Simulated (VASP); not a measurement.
Input of a VASP 6.6.1 run:

File INCAR:

```
SYSTEM = Si3N4
  PREC = Accurate
  ENCUT = 520
  EDIFF = 1E-7
  ISMEAR = 0
  SIGMA = 0.02
  LREAL = .FALSE.
  LASPH = .TRUE.
  NELM = 60
  ALGO = Normal
  ISIF = 2
  LWAVE = .FALSE.
  LCHARG = .FALSE.
  GGA = PE
  IVDW = 12
  NBANDS = 45
```

KPOINTS

```
regular mesh
0
G
  6 6 8
  0 0 0
```

The input POSCAR:

```
Si3N4
1.0
    7.6192383072      0.0000000000      0.0000000000
   -3.8096191536      6.5984539315      0.0000000000
    0.0000000000      0.0000000000      2.9113089377
Si N
6 8
Direct
    0.1740815128      0.7678377792      0.2500000000
    0.4062437335      0.1740815128      0.7500000000
    0.2321622208      0.4062437335      0.2500000000
    0.8259184872      0.2321622208      0.7500000000
    0.5937562665      0.8259184872      0.2500000000
    0.7678377792      0.5937562665      0.7500000000
    0.3333333333      0.6666666667      0.2500000000
    0.6666666667      0.3333333333      0.7500000000
    0.3299441452      0.0298844486      0.2500000000
    0.3000596966      0.3299441452      0.7500000000
    0.9701155514      0.3000596966      0.2500000000
    0.6700558548      0.9701155514      0.7500000000
    0.6999403034      0.6700558548      0.2500000000
    0.0298844486      0.6999403034      0.7500000000
```

Potentials or basis: VASP PAW PBE potentials, release 64 (Si, N).

The run is started by

```console
$ cat potpaw_PBE.64/Si/POTCAR potpaw_PBE.64/N/POTCAR > POTCAR
$ mpirun -np 1 vasp_std > vasp.out
```

Predict the largest force.

0.003 eV/Å.

Predict the dispersion energy per atom.

-0.256 eV.

What does it give for the band gap on the k mesh?

4.32 eV, indirect (least direct gap 4.51 eV).

Forces on the atoms (eV/Å):
```
Si   0.001  0.003  0.000
Si  -0.002  0.002  0.000
Si  -0.003 -0.001  0.000
Si  -0.001 -0.003  0.000
Si   0.002 -0.002  0.000
Si   0.003  0.001  0.000
N    0.000  0.000  0.000
N    0.000  0.000  0.000
N   -0.002 -0.001  0.000
N    0.000 -0.002  0.000
N    0.002 -0.001  0.000
N    0.002  0.001  0.000
N    0.000  0.002  0.000
N   -0.002  0.001  0.000
```

A k mesh can miss the band edges.
